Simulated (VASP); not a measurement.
# C (P6_3mc) in VASP: relaxation of cell and atoms with PBEsol

Aim: the relaxation of cell and atoms of C with PBEsol.

Everything below comes from runs of VASP 6.6.1. Logs are shortened: lines on timing, memory, paths and dates and some standing lists are left out, and cuts for length are marked.

## Step 1: The cell of the first run

Symmetry: P6_3mc, No. 186, hexagonal system. Conventional cell: a = 2.470 Å, b = 2.470 Å, c = 6.790 Å, α = 90.00°, β = 90.00°, γ = 120.00°. C (site symmetry 3m) has 3 C at 1.43 Å within 1.9 Å. Within 1.9 Å of C (site symmetry 3m) lie 3 C at 1.43 Å.

## Step 2: Relaxation of cell and atoms, PBEsol

Input file INCAR:

```
SYSTEM = C
PREC = Accurate
ENCUT = 910
EDIFF = 1E-7
ISMEAR = -1
SIGMA = 0.1
LREAL = .False.
LASPH = .True.
NELM = 120
ALGO = Normal
ISIF = 3
LWAVE = .False.
LCHARG = .False.
GGA = PS
IBRION = 2
NSW = 100
EDIFFG = -0.002
GGA_COMPAT = .False.
NELMIN = 4
```

Input file KPOINTS:

```
Automatic mesh
0
Gamma
  14 14 6
  0 0 0
```

Input file POSCAR:

```
C
1.0
    2.4700000000      0.0000000000      0.0000000000
   -1.2350000000      2.1390827473      0.0000000000
    0.0000000000      0.0000000000      6.7900000000
C
4
Direct
    0.0000000000      0.0000000000      0.0000000000
    0.0000000000      0.0000000000      0.5000000000
    0.3333333333      0.6666666667      0.0050000000
    0.6666666667      0.3333333333      0.5050000000
```

Potentials or basis: VASP PAW PBE potentials, release 64 (C_h).

On the command line:

```sh
cat potpaw_PBE.64/C_h/POTCAR > POTCAR
mpirun -np 1 vasp_std > vasp.out
```

OUTCAR:

```text
SYSTEM = C
   PREC = Accurate
   ENCUT = 910
   EDIFF = 1E-7
   ISMEAR = -1
   LREAL = .False.
   LASPH = .True.
   NELM = 120
   ISIF = 3
   GGA = PS
   IBRION = 2
   NSW = 100
   EDIFFG = -0.002
   NELMIN = 4

 ion  position               nearest neighbor table
   1  0.000  0.000  0.000-   3 1.43   3 1.43   3 1.43
   2  0.000  0.000  0.500-   4 1.43   4 1.43   4 1.43
   3  0.333  0.667  0.005-   1 1.43   1 1.43   1 1.43
   4  0.667  0.333  0.505-   2 1.43   2 1.43   2 1.43

  LATTYP: Found a hexagonal cell.
 ALAT       =     2.4700000000
 C/A-ratio  =     2.7489878543

  Lattice vectors:

 A1 = (   2.4700000000,   0.0000000000,   0.0000000000)
 A2 = (  -1.2350000000,   2.1390827473,   0.0000000000)
 A3 = (   0.0000000000,   0.0000000000,   6.7900000000)

Analysis of symmetry for initial positions (statically):
=====================================================================
 Subroutine PRICEL returns:
 Original cell was already a primitive cell.

 Routine SETGRP: Setting up the symmetry group for a
 hexagonal supercell.

 Subroutine GETGRP returns: Found 12 space group operations
 (whereof  6 operations were pure point group operations)
 out of a pool of 24 trial point group operations.

The static configuration has the point symmetry C_3v.
 The point group associated with its full space group is C_6v.

Analysis of symmetry for dynamics (positions and initial velocities):
=====================================================================
 Subroutine PRICEL returns:
 Original cell was already a primitive cell.

 Routine SETGRP: Setting up the symmetry group for a
 hexagonal supercell.

 Subroutine GETGRP returns: Found 12 space group operations
 (whereof  6 operations were pure point group operations)
 out of a pool of 24 trial point group operations.

The dynamic configuration has the point symmetry C_3v.
 The point group associated with its full space group is C_6v.

 Subroutine INISYM returns: Found 12 space group operations
 (whereof  6 operations are pure point group operations),
 and found     1 'primitive' translations

----------------------------------------------------------------------------------------

                                     Primitive cell

  volume of cell :      35.8752

  direct lattice vectors                    reciprocal lattice vectors
     2.470000000  0.000000000  0.000000000     0.404858300  0.233745048  0.000000000
    -1.235000000  2.139082747  0.000000000     0.000000000  0.467490097  0.000000000
     0.000000000  0.000000000  6.790000000     0.000000000  0.000000000  0.147275405

  length of vectors
     2.470000000  2.470000000  6.790000000     0.467490097  0.467490097  0.147275405

  position of ions in fractional coordinates (direct lattice)
     0.000000000  0.000000000  0.000000000
     0.000000000  0.000000000  0.500000000
     0.333333333  0.666666667  0.005000000
     0.666666667  0.333333333  0.505000000

  ion indices of the primitive-cell ions
   primitive index   ion index
                 1           1
                 2           2
                 3           3
                 4           4

----------------------------------------------------------------------------------------

 KPOINTS: Automatic mesh

Automatic generation of k-mesh.
 Grid dimensions read from file:
 generate k-points for:   14   14    6

 Generating k-lattice:

  Cartesian coordinates                     Fractional coordinates (reciprocal lattice)
     0.028918450  0.016696075  0.000000000     0.071428571  0.000000000  0.000000000
     0.000000000  0.033392150  0.000000000     0.000000000  0.071428571  0.000000000
     0.000000000  0.000000000  0.024545901     0.000000000  0.000000000  0.166666667

  Length of vectors
     0.033392150  0.033392150  0.024545901

  Shift w.r.t. Gamma in fractional coordinates (k-lattice)
     0.000000000  0.000000000  0.000000000

 Subroutine IBZKPT returns following result:
 ===========================================

 Found     96 irreducible k-points:

 Following reciprocal coordinates:
            Coordinates               Weight
  0.000000  0.000000  0.000000      1.000000
  0.071429 -0.000000  0.000000      6.000000
  0.142857  0.000000  0.000000      6.000000
  0.214286  0.000000  0.000000      6.000000
  0.285714  0.000000  0.000000      6.000000
  0.357143  0.000000  0.000000      6.000000
[... 16 lines left out ...]
  0.285714  0.285714  0.000000      6.000000
  0.357143  0.285714  0.000000      6.000000
 [... further k-points ...]
   k-points           NKPTS =     96   k-points in BZ     NKDIM =     96   number of bands    NBANDS=     12
   number of dos      NEDOS =    301   number of ions     NIONS =      4
   total plane-waves  NPLWV =  40320
   dimension x,y,z NGX =    24 NGY =   24 NGZ =   70
   dimension x,y,z NGXF=    48 NGYF=   48 NGZF=  140
   ions per type =               4
   NGX,Y,Z   is equivalent  to a cutoff of  16.15, 16.15, 17.14 a.u.
   NGXF,Y,Z  is equivalent  to a cutoff of  32.31, 32.31, 34.28 a.u.
 SYSTEM =  C
   PREC   = accura    normal or accurate (medium, high low for compatibility)
   ISTART =      0    job   : 0-new  1-cont  2-samecut
   ICHARG =      2    charge: 1-file 2-atom 10-const
   ISPIN  =      1    spin polarized calculation?
   LNONCOLLINEAR =      F non collinear calculations
   LSORBIT =      F    spin-orbit coupling
   LASPH  =      T    aspherical Exc in radial PAW
   ENCUT  =  910.0 eV  66.88 Ry    8.18 a.u.   6.08  6.08 16.70*2*pi/ulx,y,z
   NELM   =    120;   NELMIN=  4; NELMDL= -5     # of ELM steps
   EDIFF  = 0.1E-06   stopping-criterion for ELM
   LREAL  =      F    real-space projection
   EDIFFG = -.2E-02   stopping-criterion for IOM
   NSW    =    100    number of steps for IOM
   IBRION =      2    ionic relax: 0-MD 1-quasi-New 2-CG
   NFREE  =      1    steps in history (QN), initial steepest desc. (CG)
   ISIF   =      3    stress and relaxation
   ISYM   =      2    0-nonsym 1-usesym 2-fastsym
   POTIM  = 0.5000    time-step for ionic-motion
   TEBEG  =    0.0;   TEEND  =   0.0 temperature during run
   PSTRESS=    0.0 pullay stress
   NELECT =      16.0000    total number of electrons
   NUPDOWN=      -1.0000    fix difference up-down
   EMIN   =  10.00;   EMAX   =-10.00  energy-range for DOS
   EFERMI =   0.00;   METHOD = LEGACY
   ISMEAR =    -1;   SIGMA  =   0.10  broadening in eV -4-tet -1-fermi 0-gaus
   EFERMI_NEDOS =   21; number of points for ismear=-14 and -15
   IALGO  =     38    algorithm
   IMIX   =      4    mixing-type and parameters
     AMIX     =   0.40;   BMIX     =  1.00
     AMIX_MAG =   1.60;   BMIX_MAG =  1.00
  volume/ion in A,a.u.               =       8.97        60.52
  Fermi-wavevector in a.u.,A,eV,Ry     =   1.250787  2.363645 21.285884  1.564468
  Thomas-Fermi vector in A             =   2.384765
   LORBIT       =      0    0 simple, 1 ext, 2 COOP (PROOUT), +10 PAW based schemes
   GGA     = PS    functional components
   LHFCALC =     F    Hartree Fock is set to
   AEXX    =    0.0000 exact exchange contribution
   IVDW    =     0    specifies the selected vdW correction
   LEPSILON=     F    determine dielectric tensor
   LRPA    =     F    only Hartree local field effects (RPA)
 conjugate gradient relaxation of ions
 non-spin polarized calculation
  energy-cutoff  :      910.00
  volume of cell :       35.88
 maximum number of plane-waves:      2270
   NGX = 13   NGY = 13   NGZ = 33

--------------------------------------- Ionic step        1  -------------------------------------------

 number of electron      16.0000001 magnetization

 Free energy of the ion-electron system (eV)
  ---------------------------------------------------
  ext. energy  EPLUGINS =         0.00000000
  ---------------------------------------------------
  free energy    TOTEN  =       -38.61263715 eV

  energy without entropy =      -38.61207110  energy(sigma->0) =      -38.61235412

------------------------ aborting loop because EDIFF is reached ----------------------------------------

  FORCE on cell =-STRESS in cart. coord.  units (eV):
  Direction    XX          YY          ZZ          XY          YZ          ZX
  --------------------------------------------------------------------------------------
  -------------------------------------------------------------------------------------
  Total       -1.2524782     -1.2524782      0.1384797     -0.0000000      0.0000000      0.0000000
  in kB      -55.9353588    -55.9353588      6.1844702     -0.0000000      0.0000000      0.0000000
  external PRESSURE =     -35.2287492 kB  Pullay stress =       0.0000000 kB
[... 95 lines left out ...]
  FREE ENERGIE OF THE ION-ELECTRON SYSTEM (eV)
  ---------------------------------------------------
  free  energy   TOTEN  =       -38.6350032695 eV

  energy  without entropy=      -38.6344871348  energy(sigma->0) =      -38.63474520

[... ionic steps 4 to 30 ...]

--------------------------------------- Ionic step       31  -------------------------------------------

 number of electron      16.0000001 magnetization

------------------------ aborting loop because EDIFF is reached ----------------------------------------
[... 71 lines left out ...]
--------------------------------------- Ionic step       33  -------------------------------------------

 number of electron      16.0000001 magnetization

 Free energy of the ion-electron system (eV)
  ---------------------------------------------------
  ext. energy  EPLUGINS =         0.00000000
  ---------------------------------------------------
  free energy    TOTEN  =       -38.64035911 eV

  energy without entropy =      -38.63986117  energy(sigma->0) =      -38.64011014

 E-fermi :   5.0578     XC(G=0): -10.3484

 val. band max:        4.5891516013   @ k =   0.3571   0.2857   0.0000
 cond. band min:       5.5663778191   @ k =   0.3571   0.2857   0.0000
 fundamental gap:      0.9772262178
 Fermi energy:         5.0577739486

 k-point     1 :       0.0000    0.0000    0.0000
  band No.  band energies     occupation
      1     -14.6104      2.00000
      2     -14.3902      2.00000
      3      -3.4249      2.00000
      4      -1.8101      2.00000
      5       2.0410      2.00000
      6       2.0410      2.00000
      7       2.0527      2.00000
      8       2.0527      2.00000
      9       8.7457      0.00000
     10      13.3767      0.00000
     11      13.3767      0.00000
     12      13.4128      0.00000
[... 331 lines left out ...]
 k-point    24 :       0.3571    0.2857    0.0000
  band No.  band energies     occupation
      1      -7.9895      2.00000
      2      -7.9191      2.00000
      3      -7.3020      2.00000
      4      -7.2959      2.00000
      5      -5.3246      2.00000
      6      -5.2672      2.00000
      7       4.0789      1.99989
      8       4.5892      1.98173
      9       5.5664      0.01229
     10       5.8718      0.00058
     11      15.9070      0.00000
     12      15.9496      0.00000

 [... further k-points ...]
[... 5 lines left out ...]
  --------------------------------------------------------------------------------------
  -------------------------------------------------------------------------------------
  Total       -0.0006179     -0.0006179      0.0015086      0.0000000      0.0000000      0.0000000
  in kB       -0.0270048     -0.0270048      0.0659322      0.0000000      0.0000000      0.0000000
  external PRESSURE =       0.0039742 kB  Pullay stress =       0.0000000 kB
[... 19 lines left out ...]
  FREE ENERGIE OF THE ION-ELECTRON SYSTEM (eV)
  ---------------------------------------------------
  free  energy   TOTEN  =       -38.6403591091 eV

  energy  without entropy=      -38.6398611717  energy(sigma->0) =      -38.64011014

 reached required accuracy - stopping structural energy minimisation
```

Wall time 7 min (1 thread of Intel Xeon 6975P-C (Granite Rapids), shared host); peak memory 0.23 GiB.

What came out:

```yaml
Free_energy: -38.6404 eV
Relaxed_volume: 9.16 Å³/atom
Relaxed_cell: a = 2.459 Å, b = 2.459 Å, c = 7.001 Å, α = 90.00°, β = 90.00°, γ = 120.00°
Space_group_after_relaxing_to_0.1_Å: P6_3/mmc (No. 194)
Energy_gained_by_relaxing: 6.9 meV/atom
Ionic_steps: 33
Pressure_after_relaxing: 0.0 GPa
```

Step by step:
| step | energy change (eV) | largest force (eV/Å) | pressure (GPa) | volume (Å³) |
| --- | --- | --- | --- | --- |
| 1 | 0.0000 | 0.5712 | -3.52 | 35.88 |
| 2 | 0.0145 | 0.3533 | 9.57 | 34.86 |
| 3 | -0.0224 | 0.1634 | 2.03 | 35.43 |
| 4 | -0.0219 | 0.1817 | -1.76 | 35.82 |
| 5 | -0.0254 | 0.0036 | 0.18 | 35.62 |
| 6 | -0.0256 | 0.0087 | 0.24 | 35.67 |
| 7 | -0.0263 | 0.0244 | 0.40 | 35.83 |
| 8 | -0.0269 | 0.0560 | 0.72 | 36.14 |
| 9 | -0.0271 | 0.0515 | 0.58 | 36.18 |
| 10 | -0.0274 | 0.0381 | 0.19 | 36.30 |
| 11 | -0.0275 | 0.0110 | -0.60 | 36.55 |
| 12 | -0.0275 | 0.0203 | -0.33 | 36.46 |
| 13 | -0.0276 | 0.0085 | -0.26 | 36.50 |
| 14 | -0.0277 | 0.0220 | -0.08 | 36.58 |
| 15 | -0.0277 | 0.0154 | 0.01 | 36.59 |
| 16 | -0.0277 | 0.0113 | 0.09 | 36.59 |
| 17 | -0.0277 | 0.0102 | 0.12 | 36.59 |
| 18 | -0.0277 | 0.0027 | 0.05 | 36.60 |
| 19 | -0.0277 | 0.0017 | 0.01 | 36.61 |
| 20 | -0.0277 | 0.0014 | 0.01 | 36.61 |
| 21 | -0.0277 | 0.0012 | 0.01 | 36.61 |
| 22 | -0.0277 | 0.0005 | 0.00 | 36.62 |
| 23 | -0.0277 | 0.0008 | -0.03 | 36.63 |
| 24 | -0.0277 | 0.0035 | -0.07 | 36.66 |
| 25 | -0.0277 | 0.0027 | -0.06 | 36.65 |
| 26 | -0.0277 | 0.0028 | -0.06 | 36.65 |
| 27 | -0.0277 | 0.0028 | -0.05 | 36.65 |
| 28 | -0.0277 | 0.0030 | -0.04 | 36.65 |
| 29 | -0.0277 | 0.0033 | -0.02 | 36.66 |
| 30 | -0.0277 | 0.0032 | -0.02 | 36.66 |
| 31 | -0.0277 | 0.0033 | -0.02 | 36.66 |
| 32 | -0.0277 | 0.0028 | -0.01 | 36.66 |
| 33 | -0.0277 | 0.0012 | 0.00 | 36.66 |

Final structure:
```
CELL_PARAMETERS angstrom
2.45887 0.00000 0.00000
-1.22943 2.12944 0.00000
0.00000 0.00000 7.00128
ATOMIC_POSITIONS crystal
C 0.00000 0.00000 0.00249
C 0.00000 0.00000 0.50249
C 0.33333 0.66667 0.00251
C 0.66667 0.33333 0.50251
```

Caveat: the cutoff is under 1.25 times the usual one of these potentials, so pressure, stress and relaxed cells hold a basis-set (Pulay) error; this functional lacks dispersion, which binds the layers, so the pressure and a relaxed spacing across them are unreliable; the PAW data sets were made with another functional, which shifts forces and pressure a little.
